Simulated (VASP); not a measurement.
A run of VASP 6.6.1:

Contents of INCAR:

```
PREC = Accurate ; ENCUT = 600
EDIFF = 1E-7 ; ISMEAR = 0
SIGMA = 0.02 ; LREAL = F
LASPH = T ; NELM = 120
ALGO = Normal ; ISIF = 3
LWAVE = F ; LCHARG = F
IBRION = 2 ; NSW = 100
EDIFFG = -0.002 ; PSTRESS = 120.0
GGA_COMPAT = F ; NELMIN = 4
```

KPOINTS

```
regular mesh
0
Gamma
  10 10 10
```

Contents of POSCAR:

```
MgO
1.0
    0.0000000000      2.1085000000      2.1085000000
    2.1085000000      0.0000000000      2.1085000000
    2.1085000000      2.1085000000      0.0000000000
Mg O
1 1
Direct
    0.0000000000      0.0000000000      0.0000000000
    0.5000000000      0.5000000000      0.5000000000
```

Potentials or basis: VASP PAW LDA potentials, release 64 (Mg, O).

Run with:

```console
$ cat potpaw_LDA.64/Mg/POTCAR potpaw_LDA.64/O/POTCAR > POTCAR
$ mpirun -np 1 vasp_std > vasp.out
```

Hardware: 1 thread of Intel(R) Xeon(R) Platinum 8259CL CPU @ 2.50GHz (Skylake/Cascade Lake) (shared host).

**Question.** Estimate the wall time of this run.

**Answer.** It took 17 s on 1 thread of Intel(R) Xeon(R) Platinum 8259CL CPU @ 2.50GHz (Skylake/Cascade Lake) (shared host), peak memory 0.14 GiB. Counts: scf iterations 42, k points 47, ion steps 6.
